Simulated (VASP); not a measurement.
# MgB2 (P6/mmm) in VASP: settings compared, part 2 of 2

VASP 6.6.1.

### 4 Relaxation of shape and atoms at fixed volume, r2SCAN

This run uses another cell than the first one, of 9.61 Å³/atom, 1.027 times its volume.

Input file POSCAR:

```
MgB2
1.0
    3.0839463905      0.0000000000      0.0000000000
   -1.5419731952      2.6707759181      0.0000000000
    0.0000000000      0.0000000000      3.4993116072
Mg B
1 2
Direct
    0.0000000000      0.0000000000      0.0000000000
    0.3333333333      0.6666666667      0.5000000000
    0.6666666667      0.3333333333      0.5000000000
```

Input file INCAR.step1:

```
SYSTEM = MgB2
  PREC = Accurate
  ENCUT = 600
  ISMEAR = 0
  SIGMA = 0.05
  LREAL = .False.
  LASPH = .True.
  NELM = 60
  GGA = PE
  ALGO = Normal
  EDIFF = 1E-4
  LWAVE = .True.
  LCHARG = .False.
```

Input file INCAR.step2:

```
SYSTEM = MgB2
  PREC = Accurate
  ENCUT = 600
  EDIFF = 1E-6
  ISMEAR = 0
  SIGMA = 0.05
  LREAL = .False.
  LASPH = .True.
  NELM = 60
  ALGO = Normal
  ISIF = 4
  LWAVE = .False.
  LCHARG = .False.
  METAGGA = R2SCAN
  LMIXTAU = .True.
  IBRION = 2
  NSW = 60
  EDIFFG = -0.02
  ISTART = 1
```

Input file KPOINTS:

```
Automatic mesh
0
Gamma
  14 14 12
  0 0 0
```

On the command line:

```
$ cat potpaw_PBE.64/Mg/POTCAR potpaw_PBE.64/B/POTCAR > POTCAR
$ cp INCAR.step1 INCAR
$ mpirun -np 1 vasp_std > vasp.out
$ cp INCAR.step2 INCAR
$ mpirun -np 1 vasp_std > vasp.out
```

Wall time 6.9 min (1 thread of Intel Xeon Platinum 8488C (Sapphire Rapids), shared host); peak memory 0.2 GiB.

It converged, with:

| Property | Result |
| --- | --- |
| Free energy | -19.4071 eV |
| Energy gained by relaxing | 0.3 meV/atom |
| Ionic steps | 2 |
| Pressure after relaxing | -1.5 GPa |
| Band gap on the k mesh | zero (band 4 reaches 6.78 eV, above the bottom of band 5 at 3.63 eV) |

Stress tensor (GPa, compression positive):
```
-1.44  0.00  0.00
 0.00 -1.44  0.00
 0.00  0.00 -1.56
```

Step by step:
| step | energy change (eV) | largest force (eV/Å) | pressure (GPa) | volume (Å³) |
| --- | --- | --- | --- | --- |
| 1 | 0.0000 | 0.0000 | -1.78 | 28.82 |
| 2 | -0.0009 | 0.0000 | -1.48 | 28.82 |

Final structure:
```
Mg B
1.0
     3.07673    0.00000    0.00000
    -1.53837    2.66453    0.00000
     0.00000    0.00000    3.51574
Mg B
1 2
Direct
  0.00000 0.00000 0.00000
  0.33333 0.66667 0.50000
  0.66667 0.33333 0.50000
```

Levels at points of the mesh, in eV from the Fermi level:
```tsv
k point	band 1	band 2	band 3	band 4	band 5	band 6	band 7	band 8
(0.00, 0.00, 0.00)	-13.27	-3.15	0.39	0.39	1.97	6.65	6.65	8.57
(0.50, 0.00, 0.00)	-9.21	-8.31	-2.33	0.20	3.30	4.14	5.79	7.93
(0.00, 0.00, 0.50)	-11.98	-7.78	0.79	0.79	6.97	6.97	8.63	10.48
(0.50, 0.00, 0.50)	-8.20	-7.40	-3.77	-2.03	-1.23	6.08	9.55	9.74
```

Caveat: the PAW data sets were made with another functional, which shifts forces and pressure a little.

### 5 Single point, PBE

This run uses another cell than the first one, of 9.61 Å³/atom, 1.027 times its volume.

Input file INCAR:

```
ALGO     = Normal         # electronic algorithm
EDIFF    = 1E-7           # SCF threshold, eV
ENCUT    = 520            # plane-wave cutoff, eV
GGA      = PE             # functional
ISIF     = 2              # what is computed and relaxed
ISMEAR   = 0              # smearing method
LASPH    = T              # aspherical terms in the spheres
LCHARG   = T              # write CHGCAR
LELF     = T              # ELF
LREAL    = F              # projectors in reciprocal space
LVHAR    = T            
LWAVE    = F              # write WAVECAR
NBANDS   = 11             # bands
NELM     = 60             # most SCF steps
PREC     = Accurate       # precision mode
SIGMA    = 0.05           # smearing width, eV
```

Input file KPOINTS:

```
k-points
0
Gamma
  8 8 6
```

POSCAR is that of step 4.

On the command line:

```
$ cat potpaw_PBE.64/Mg/POTCAR potpaw_PBE.64/B/POTCAR > POTCAR
$ mpirun -np 1 vasp_std > vasp.out
```

Wall time 33 s (1 thread of AMD EPYC 7R13, shared host); peak memory 0.12 GiB.

It converged, with:

- Free energy: -15.3133 eV
- Pressure: -0.3 GPa
- Band gap on the k mesh: zero (band 4 reaches 6.46 eV, above the bottom of band 5 at 3.85 eV)

Levels at points of the mesh, in eV from the Fermi level:
```
           k point  band 1  band 2  band 3  band 4  band 5  band 6  band 7  band 8
(0.00, 0.00, 0.00)  -12.47   -2.90    0.32    0.32    1.76    6.25    6.25    8.03
(0.50, 0.00, 0.00)   -8.59   -7.88   -2.22    0.23    3.11    3.82    5.43    7.20
(0.00, 0.00, 0.50)  -11.17   -7.45    0.71    0.71    6.59    6.59    7.90    9.84
(0.50, 0.00, 0.50)   -7.59   -6.95   -3.60   -1.92   -1.32    5.68    8.78    8.89
```

### 6 Relaxation of cell and atoms, PBE

This run uses another cell than the first one, of 9.68 Å³/atom, 1.035 times its volume.

Input file INCAR:

```
SYSTEM = MgB2
PREC = Accurate
ENCUT = 600
EDIFF = 1E-6
ISMEAR = 0
SIGMA = 0.05
LREAL = .FALSE.
LASPH = .TRUE.
NELM = 100
ALGO = Normal
ISIF = 3
LWAVE = .FALSE.
LCHARG = .FALSE.
GGA = PE
IBRION = 2
NSW = 80
EDIFFG = -0.03
```

Input file KPOINTS:

```
regular mesh
0
G
  8 8 6
  0 0 0
```

Input file POSCAR:

```
MgB2
1.0
    3.0850000000      0.0000000000      0.0000000000
   -1.5425000000      2.6716883707      0.0000000000
    0.0000000000      0.0000000000      3.5230000000
Mg B
1 2
Direct
    0.0000000000      0.0000000000      0.0000000000
    0.3333333333      0.6666666667      0.5000000000
    0.6666666667      0.3333333333      0.5000000000
```

Potentials or basis: VASP PAW PBE potentials, release 64 (Mg, B).

On the command line:

```
$ cat potpaw_PBE.64/Mg/POTCAR potpaw_PBE.64/B/POTCAR > POTCAR
$ mpirun -np 1 vasp_std > vasp.out
```

It took 61 s on 1 thread of AMD EPYC 7R13, shared host; peak memory 0.14 GiB.

The run converged. Its results:

| Property | Result |
| --- | --- |
| Free energy | -15.3154 eV |
| Relaxed volume | 9.58 Å³/atom |
| Relaxed cell | a = 3.082 Å, b = 3.082 Å, c = 3.494 Å, α = 90.00°, β = 90.00°, γ = 120.00° |
| Space group after relaxing (to 0.05 Å) | P6/mmm (No. 191) |
| Energy gained by relaxing | 0.5 meV/atom |
| Ionic steps | 4 |
| Pressure after relaxing | 0.1 GPa |
| Band gap on the k mesh | zero (band 4 reaches 6.48 eV, above the bottom of band 5 at 3.86 eV) |

Step by step:
```
step  energy change (eV)  largest force (eV/Å)  pressure (GPa)  volume (Å³)
   1              0.0000                0.0000           -1.18        29.04
   2             -0.0013                0.0000            0.24        28.74
   3             -0.0013                0.0000            0.26        28.74
   4             -0.0016                0.0000            0.07        28.75
```

Final structure:
```
Mg B
1.0
     3.08200    0.00000    0.00000
    -1.54100    2.66909    0.00000
     0.00000    0.00000    3.49442
Mg B
1 2
Direct
  0.00000 0.00000 0.00000
  0.33333 0.66667 0.50000
  0.66667 0.33333 0.50000
```

Levels at points of the mesh, in eV from the Fermi level:
| k point | band 2 | band 3 | band 4 | band 5 | band 6 | band 7 |
| --- | --- | --- | --- | --- | --- | --- |
| (0.00, 0.00, 0.00) | -2.90 | 0.31 | 0.31 | 1.78 | 6.25 | 6.25 |
| (0.50, 0.00, 0.00) | -7.89 | -2.22 | 0.24 | 3.12 | 3.82 | 5.45 |
| (0.00, 0.00, 0.50) | -7.46 | 0.71 | 0.71 | 6.59 | 6.59 | 7.90 |
| (0.50, 0.00, 0.50) | -6.96 | -3.61 | -1.92 | -1.32 | 5.69 | 8.80 |

### 7 Overview

```csv
task,level,cell,k mesh,cutoff (eV),gap on the mesh (eV),pressure (GPa),relaxed volume (Å³/atom)
relaxation of shape and atoms at fixed volume,r2SCAN,"relaxed from a = 3.050, b = 3.050, c = 3.483 Å, angles 90.0, 90.0, 120.0°, 3 atoms",14 × 14 × 12,600,none,2.6,-
relaxation of shape and atoms at fixed volume,r2SCAN,"relaxed from a = 3.069, b = 3.069, c = 3.510 Å, angles 90.0, 90.0, 120.0°, 3 atoms",14 × 14 × 12,600,none,-0.5,9.54
relaxation of shape and atoms at fixed volume,r2SCAN,"relaxed from a = 3.084, b = 3.084, c = 3.499 Å, angles 90.0, 90.0, 120.0°, 3 atoms",14 × 14 × 12,600,none,-1.5,-
single point,PBE,"a = 3.084, b = 3.084, c = 3.499 Å, angles 90.0, 90.0, 120.0°, 3 atoms",8 × 8 × 6,520,none,-0.3,-
relaxation of cell and atoms,PBE,"relaxed from a = 3.085, b = 3.085, c = 3.523 Å, angles 90.0, 90.0, 120.0°, 3 atoms",8 × 8 × 6,600,none,0.1,9.58
```

Alike in all rows: potentials or basis VASP PAW PBE potentials, release 64 (Mg, B); no spin polarisation; smearing gaussian 0.05 eV.

Caveats: the PAW data sets were made with another functional, which shifts forces and pressure a little (some runs).

Total energies depend on the potentials used, so only differences within one code and one set of settings carry meaning.
